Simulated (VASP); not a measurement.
Write the native input for VASP 6.6.1 that does the following.

```yaml
Task: relaxation of shape and atoms at fixed volume
Functional: LDA
Potentials_or_basis: VASP PAW LDA potentials, release 64 (Si, O)
Cutoff: 600 eV
k_mesh: 6 × 6 × 4
Occupations: gaussian, width 0.02 eV
Spin: no spin polarisation
Dipole_correction: no
Further_INCAR_settings: LREAL = Auto; ALGO = Normal; EDIFF = 1e-07; IBRION = 2; EDIFFG = -0.01; NSW = 50; ISIF = 4
```

The structure of SiO2 lies in POSCAR:

```
SiO2
1.0
    7.3470591156      0.0000000000      0.0000000000
   -3.6735295578      6.3627398372      0.0000000000
    0.0000000000      0.0000000000      7.0633711853
Si O
6 12
Direct
    0.5336655287      0.7668327644      0.4166666667
    0.4663344713      0.2331672356      0.9166666667
    0.2331672356      0.4663344713      0.7500000000
    0.7668327644      0.2331672356      0.5833333333
    0.7668327644      0.5336655287      0.2500000000
    0.2331672356      0.7668327644      0.0833333333
    0.6125229397      0.3874770603      0.0833333333
    0.0000000000      0.6829970840      0.1666666667
    0.7749541206      0.3874770603      0.4166666667
    0.6829970840      0.6829970840      0.3333333333
    0.3170029160      0.3170029160      0.8333333333
    0.6125229397      0.2250458794      0.7500000000
    0.2250458794      0.6125229397      0.9166666667
    0.3170029160      0.0000000000      0.0000000000
    0.0000000000      0.3170029160      0.6666666667
    0.3874770603      0.7749541206      0.2500000000
    0.3874770603      0.6125229397      0.5833333333
    0.6829970840      0.0000000000      0.5000000000
```

One way to write it, as run:

INCAR

```
SYSTEM = SiO2
PREC     = Accurate       ! precision mode
ENCUT    = 600            ! plane-wave cutoff, eV
EDIFF    = 1E-7           ! SCF threshold, eV
ISMEAR   = 0              ! smearing method
SIGMA    = 0.02           ! smearing width, eV
LREAL    = Auto         
LASPH    = .TRUE.         ! aspherical terms in the spheres
NELM     = 60             ! most SCF steps
ALGO     = Normal         ! electronic algorithm
ISIF     = 4              ! what is computed and relaxed
LWAVE    = .FALSE.        ! write WAVECAR
LCHARG   = .FALSE.        ! write CHGCAR
GGA      = CA             ! functional
IBRION   = 2              ! ionic algorithm
NSW      = 50             ! ionic steps
EDIFFG   = -0.01          ! ionic threshold
```

KPOINTS

```
Automatic mesh
0
G
  6 6 4
  0 0 0
```

Potentials or basis: VASP PAW LDA potentials, release 64 (Si, O).

The run is started by

```sh
$ cat potpaw_LDA.64/Si/POTCAR potpaw_LDA.64/O/POTCAR > POTCAR
$ mpirun -np 1 vasp_std > vasp.out
```

It gave:

The energy gained by relaxing is 0.6 meV/atom, the ionic steps are 10 and the pressure after relaxing is -3.5 GPa. The largest force after relaxing is 0.008 eV/Å and the band gap on the k mesh is 5.57 eV (least direct gap 5.74 eV).

Run time: 50 min on 1 thread of Intel(R) Xeon(R) 6975P-C (Granite Rapids) (shared host), peak memory 0.54 GiB.
